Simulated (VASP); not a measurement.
# CdS (F-43m) in VASP: single point with LDA

Aim: the single point of CdS with LDA.

Program: VASP 6.6.1. These are calculated values, not measurements. Logs are shortened: lines on timing, memory, paths and dates and some standing lists are left out, and cuts for length are marked.

### 1 The cell of the first run

Symmetry: F-43m, No. 216, cubic system. Conventional cell: a = 5.833 Å, b = 5.833 Å, c = 5.833 Å, α = 90.00°, β = 90.00°, γ = 90.00°. Within 3.3 Å of Cd (site symmetry -43m) lie 4 S at 2.53 Å. S (site symmetry -43m) has 4 Cd at 2.53 Å within 3.3 Å.

### 2 Single point, LDA

Contents of INCAR:

```
ALGO = Normal
EDIFF = 1E-6
ENCUT = 500
GGA = CA
GGA_COMPAT = F
ISIF = 2
ISMEAR = 0
LASPH = T
LCHARG = T
LELF = T
LREAL = F
LVHAR = T
LWAVE = F
NBANDS = 16
NELM = 120
PREC = Accurate
SIGMA = 0.01
```

Contents of KPOINTS:

```
k-points
0
Gamma
  6 6 6
```

Contents of POSCAR:

```
CdS
1.0
    0.0000000000      2.9165000000      2.9165000000
    2.9165000000      0.0000000000      2.9165000000
    2.9165000000      2.9165000000      0.0000000000
Cd S
1 1
Direct
    0.0000000000      0.0000000000      0.0000000000
    0.2500000000      0.2500000000      0.2500000000
```

Potentials or basis: VASP PAW LDA potentials, release 64 (Cd, S).

Command:

```console
$ cat potpaw_LDA.64/Cd/POTCAR potpaw_LDA.64/S/POTCAR > POTCAR
$ mpirun -np 1 vasp_std > vasp.out
```

OUTCAR:

```text
EDIFF = 1E-6
   ENCUT = 500
   GGA = CA
   ISIF = 2
   ISMEAR = 0
   LASPH = T
   LREAL = F
   NELM = 120
   PREC = Accurate

 ion  position               nearest neighbor table
   1  0.000  0.000  0.000-   2 2.53   2 2.53   2 2.53   2 2.53
   2  0.250  0.250  0.250-   1 2.53   1 2.53   1 2.53   1 2.53

  LATTYP: Found a face centered cubic cell.
 ALAT       =     5.8330000000

  Lattice vectors:

 A1 = (   0.0000000000,   2.9165000000,   2.9165000000)
 A2 = (   2.9165000000,   0.0000000000,   2.9165000000)
 A3 = (   2.9165000000,   2.9165000000,   0.0000000000)

Analysis of symmetry for initial positions (statically):
=====================================================================
 Subroutine PRICEL returns:
 Original cell was already a primitive cell.

 Routine SETGRP: Setting up the symmetry group for a
 face centered cubic supercell.

 Subroutine GETGRP returns: Found 24 space group operations
 (whereof 24 operations were pure point group operations)
 out of a pool of 48 trial point group operations.

The static configuration has the point symmetry T_d .

Analysis of symmetry for dynamics (positions and initial velocities):
=====================================================================
 Subroutine PRICEL returns:
 Original cell was already a primitive cell.

 Routine SETGRP: Setting up the symmetry group for a
 face centered cubic supercell.

 Subroutine GETGRP returns: Found 24 space group operations
 (whereof 24 operations were pure point group operations)
 out of a pool of 48 trial point group operations.

The dynamic configuration has the point symmetry T_d .

 Subroutine INISYM returns: Found 24 space group operations
 (whereof 24 operations are pure point group operations),
 and found     1 'primitive' translations

----------------------------------------------------------------------------------------

                                     Primitive cell

  volume of cell :      49.6153

  direct lattice vectors                    reciprocal lattice vectors
     0.000000000  2.916500000  2.916500000    -0.171438368  0.171438368  0.171438368
     2.916500000  0.000000000  2.916500000     0.171438368 -0.171438368  0.171438368
     2.916500000  2.916500000  0.000000000     0.171438368  0.171438368 -0.171438368

  length of vectors
     4.124553855  4.124553855  4.124553855     0.296939964  0.296939964  0.296939964

  position of ions in fractional coordinates (direct lattice)
     0.000000000  0.000000000  0.000000000
     0.250000000  0.250000000  0.250000000

  ion indices of the primitive-cell ions
   primitive index   ion index
                 1           1
                 2           2

----------------------------------------------------------------------------------------

 KPOINTS: k-points

Automatic generation of k-mesh.
 Grid dimensions read from file:
 generate k-points for:    6    6    6

 Generating k-lattice:

  Cartesian coordinates                     Fractional coordinates (reciprocal lattice)
    -0.028573061  0.028573061  0.028573061     0.166666667  0.000000000  0.000000000
     0.028573061 -0.028573061  0.028573061     0.000000000  0.166666667  0.000000000
     0.028573061  0.028573061 -0.028573061     0.000000000  0.000000000  0.166666667

  Length of vectors
     0.049489994  0.049489994  0.049489994

  Shift w.r.t. Gamma in fractional coordinates (k-lattice)
     0.000000000  0.000000000  0.000000000

 Subroutine IBZKPT returns following result:
 ===========================================

 Found     16 irreducible k-points:

 Following reciprocal coordinates:
            Coordinates               Weight
  0.000000  0.000000  0.000000      1.000000
  0.166667  0.000000  0.000000      8.000000
  0.333333  0.000000  0.000000      8.000000
  0.500000  0.000000  0.000000      4.000000
  0.166667  0.166667  0.000000      6.000000
  0.333333  0.166667  0.000000     24.000000
[... 8 lines left out ...]
 -0.333333  0.333333  0.166667     24.000000
 -0.333333  0.500000  0.166667     12.000000
   k-points           NKPTS =     16   k-points in BZ     NKDIM =     16   number of bands    NBANDS=     16
   number of dos      NEDOS =    301   number of ions     NIONS =      2
   total plane-waves  NPLWV =  27000
   dimension x,y,z NGX =    30 NGY =   30 NGZ =   30
   dimension x,y,z NGXF=    60 NGYF=   60 NGZF=   60
   ions per type =               1   1
   NGX,Y,Z   is equivalent  to a cutoff of  12.09, 12.09, 12.09 a.u.
   NGXF,Y,Z  is equivalent  to a cutoff of  24.18, 24.18, 24.18 a.u.
 SYSTEM =  unknown system
   PREC   = accura    normal or accurate (medium, high low for compatibility)
   ISTART =      0    job   : 0-new  1-cont  2-samecut
   ICHARG =      2    charge: 1-file 2-atom 10-const
   ISPIN  =      1    spin polarized calculation?
   LNONCOLLINEAR =      F non collinear calculations
   LSORBIT =      F    spin-orbit coupling
   LASPH  =      T    aspherical Exc in radial PAW
   ENCUT  =  500.0 eV  36.75 Ry    6.06 a.u.   7.52  7.52  7.52*2*pi/ulx,y,z
   NELM   =    120;   NELMIN=  2; NELMDL= -5     # of ELM steps
   EDIFF  = 0.1E-05   stopping-criterion for ELM
   LREAL  =      F    real-space projection
   EDIFFG = 0.1E-04   stopping-criterion for IOM
   NSW    =      0    number of steps for IOM
   IBRION =     -1    ionic relax: 0-MD 1-quasi-New 2-CG
   NFREE  =      0    steps in history (QN), initial steepest desc. (CG)
   ISIF   =      2    stress and relaxation
   ISYM   =      2    0-nonsym 1-usesym 2-fastsym
   POTIM  = 0.5000    time-step for ionic-motion
   TEBEG  =    0.0;   TEEND  =   0.0 temperature during run
   PSTRESS=    0.0 pullay stress
   NELECT =      18.0000    total number of electrons
   NUPDOWN=      -1.0000    fix difference up-down
   EMIN   =  10.00;   EMAX   =-10.00  energy-range for DOS
   EFERMI =   0.00;   METHOD = LEGACY
   ISMEAR =     0;   SIGMA  =   0.01  broadening in eV -4-tet -1-fermi 0-gaus
   EFERMI_NEDOS =   21; number of points for ismear=-14 and -15
   IALGO  =     38    algorithm
   IMIX   =      4    mixing-type and parameters
     AMIX     =   0.40;   BMIX     =  1.00
     AMIX_MAG =   1.60;   BMIX_MAG =  1.00
  volume/ion in A,a.u.               =      24.81       167.41
  Fermi-wavevector in a.u.,A,eV,Ry     =   1.167599  2.206442 18.548649  1.363287
  Thomas-Fermi vector in A             =   2.304097
   LORBIT       =      0    0 simple, 1 ext, 2 COOP (PROOUT), +10 PAW based schemes
   GGA     = CA    functional components
   LHFCALC =     F    Hartree Fock is set to
   AEXX    =    0.0000 exact exchange contribution
   IVDW    =     0    specifies the selected vdW correction
   LEPSILON=     F    determine dielectric tensor
   LRPA    =     F    only Hartree local field effects (RPA)
 non-spin polarized calculation
 Gauss-broadening in eV      SIGMA  =   0.01
  energy-cutoff  :      500.00
  volume of cell :       49.62
 maximum number of plane-waves:      1278
   NGX = 15   NGY = 15   NGZ = 15

 number of electron      18.0000003 magnetization

 Free energy of the ion-electron system (eV)
  ---------------------------------------------------
  ext. energy  EPLUGINS =         0.00000000
  ---------------------------------------------------
  free energy    TOTEN  =        -7.39488090 eV

  energy without entropy =       -7.39488090  energy(sigma->0) =       -7.39488090

 E-fermi :   1.1804     XC(G=0):  -9.5855

 val. band max:        1.1298505694   @ k =   0.0000   0.0000   0.0000
 cond. band min:       2.0200743506   @ k =   0.0000   0.0000   0.0000
 fundamental gap:      0.8902237812
 Fermi energy:         1.1804389069

 k-point     1 :       0.0000    0.0000    0.0000
  band No.  band energies     occupation
      1     -11.2262      2.00000
      2      -6.6504      2.00000
      3      -6.6504      2.00000
      4      -6.6504      2.00000
      5      -6.1659      2.00000
      6      -6.1659      2.00000
[... 8 lines left out ...]
     15      12.5707      0.00000
     16      12.5707      0.00000

 k-point     2 :       0.1667    0.0000    0.0000
  band No.  band energies     occupation
      1     -11.1157      2.00000
      2      -6.6123      2.00000
      3      -6.6123      2.00000
      4      -6.5534      2.00000
      5      -6.1669      2.00000
      6      -6.1669      2.00000
[... 8 lines left out ...]
     15      11.7158      0.00000
     16      12.6446      0.00000

 k-point     3 :       0.3333    0.0000    0.0000
  band No.  band energies     occupation
      1     -10.8934      2.00000
      2      -6.5504      2.00000
      3      -6.5504      2.00000
      4      -6.1820      2.00000
      5      -6.1495      2.00000
      6      -6.1495      2.00000
[... 8 lines left out ...]
     15      12.1273      0.00000
     16      12.1273      0.00000

 k-point     4 :       0.5000    0.0000    0.0000
  band No.  band energies     occupation
      1     -10.7830      2.00000
      2      -6.5294      2.00000
      3      -6.5294      2.00000
      4      -6.1280      2.00000
      5      -6.1280      2.00000
      6      -5.7809      2.00000
[... 8 lines left out ...]
     15      13.6093      0.00000
     16      13.6093      0.00000
[... 172 lines left out ...]
 k-point    14 :       0.5000    0.3333    0.1667
  band No.  band energies     occupation
      1     -10.7520      2.00000
      2      -6.4612      2.00000
      3      -6.4528      2.00000
      4      -6.2674      2.00000
      5      -6.1262      2.00000
      6      -5.8737      2.00000
[... 8 lines left out ...]
     15      13.9846      0.00000
     16      14.2774      0.00000

 k-point    15 :      -0.3333    0.3333    0.1667
  band No.  band energies     occupation
      1     -10.6821      2.00000
      2      -6.4583      2.00000
      3      -6.4130      2.00000
      4      -6.2101      2.00000
      5      -6.1480      2.00000
      6      -5.5983      2.00000
[... 8 lines left out ...]
     15      13.4264      0.00000
     16      14.3904      0.00000

 k-point    16 :      -0.3333    0.5000    0.1667
  band No.  band energies     occupation
      1     -10.6480      2.00000
      2      -6.4233      2.00000
      3      -6.3773      2.00000
      4      -6.2467      2.00000
      5      -6.1236      2.00000
      6      -5.5670      2.00000
[... 8 lines left out ...]
     15      14.2556      0.00000
     16      14.2839      0.00000

------------------------ aborting loop because EDIFF is reached ----------------------------------------

  FORCE on cell =-STRESS in cart. coord.  units (eV):
  Direction    XX          YY          ZZ          XY          YZ          ZX
  --------------------------------------------------------------------------------------
  -------------------------------------------------------------------------------------
  Total       -0.6168387     -0.6168387     -0.6168387      0.0000000     -0.0000000      0.0000000
  in kB      -19.9189415    -19.9189415    -19.9189415      0.0000000     -0.0000000      0.0000000
  external PRESSURE =     -19.9189415 kB  Pullay stress =       0.0000000 kB

 VOLUME and BASIS-vectors are now :
 -----------------------------------------------------------------------------
  energy-cutoff  :      500.00
  volume of cell :       49.62
      direct lattice vectors                 reciprocal lattice vectors
     0.000000000  2.916500000  2.916500000    -0.171438368  0.171438368  0.171438368
     2.916500000  0.000000000  2.916500000     0.171438368 -0.171438368  0.171438368
     2.916500000  2.916500000  0.000000000     0.171438368  0.171438368 -0.171438368

 POSITION                                       TOTAL-FORCE (eV/Angst)
 -----------------------------------------------------------------------------------
      0.00000      0.00000      0.00000         0.000000     -0.000000      0.000000
      1.45825      1.45825      1.45825        -0.000000      0.000000     -0.000000
 -----------------------------------------------------------------------------------
    total drift:                                0.000000      0.000000      0.000000

  FREE ENERGIE OF THE ION-ELECTRON SYSTEM (eV)
  ---------------------------------------------------
  free  energy   TOTEN  =        -7.3948808973 eV

  energy  without entropy=       -7.3948808973  energy(sigma->0) =       -7.39488090
```

It took 7.1 s on 1 thread of Intel Xeon 6975P-C (Granite Rapids), shared host; peak memory 0.14 GiB.

What came out:

| Item | Value |
| --- | --- |
| Free energy | -7.3949 eV |
| Pressure | -2.0 GPa |
| Band gap on the k mesh | 0.89 eV |

Levels at points of the mesh, in eV from the valence-band top:
```
           k point  band 6  band 7  band 8  band 9  band 10  band 11  band 12  band 13
(0.00, 0.00, 0.00)   -7.30    0.00    0.00    0.00     0.89     6.36     6.36     6.36
(0.50, 0.00, 0.00)   -6.91   -4.52   -0.77   -0.77     2.78     6.84     6.84     7.22
(0.50, 0.50, 0.00)   -6.85   -4.06   -1.92   -1.92     3.31     4.17     8.95    10.54
```
